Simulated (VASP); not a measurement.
Input of a VASP 6.6.1 run:

INCAR

```
SYSTEM = Ga
PREC     = Accurate       ! precision mode
ENCUT    = 520            ! plane-wave cutoff, eV
EDIFF    = 1E-8           ! SCF threshold, eV
ISMEAR   = -1             ! smearing method
SIGMA    = 0.03           ! smearing width, eV
LREAL    = .False.        ! projectors in reciprocal space
LASPH    = .True.         ! aspherical terms in the spheres
NELM     = 60             ! most SCF steps
ALGO     = Normal         ! electronic algorithm
ISIF     = 2              ! what is computed and relaxed
LWAVE    = .False.        ! write WAVECAR
LCHARG   = .False.        ! write CHGCAR
GGA      = PE             ! functional
LEFG     = .True.       
NBANDS   = 20             ! bands
```

KPOINTS

```
regular mesh
0
Gamma
  14 14 11
  0 0 0
```

File POSCAR:

```
Ga
1.0
    1.3427350000     -4.0126700000     -0.0264350000
    1.4232650000      4.0403300000      0.0540950000
   -0.0841507000      0.0321248000      3.3287555000
Ga
2
Direct
    0.8690000000      0.1310000000      0.2500000000
    0.1310000000      0.8690000000      0.7500000000
```

Potentials or basis: VASP PAW PBE potentials, release 64 (Ga_d).

Launch:

```bash
$ cat potpaw_PBE.64/Ga_d/POTCAR > POTCAR
$ mpirun -np 1 vasp_std > vasp.out
```

(1) Estimate the pressure.

(2) Estimate the largest force.

(3) What does it give for the band gap on the k mesh?

Results:

(1) 2.0 GPa.

(2) 0.189 eV/Å.

(3) zero (bands 13 and 14 overlap by 7.96 eV).

Caveat: the cell differs from its parent crystal (equal xy, yz and zx shear strains of +2 %); without QUAD_EFG the Cq values of the log hold for a quadrupole moment of 1 mb, not for the nuclei.
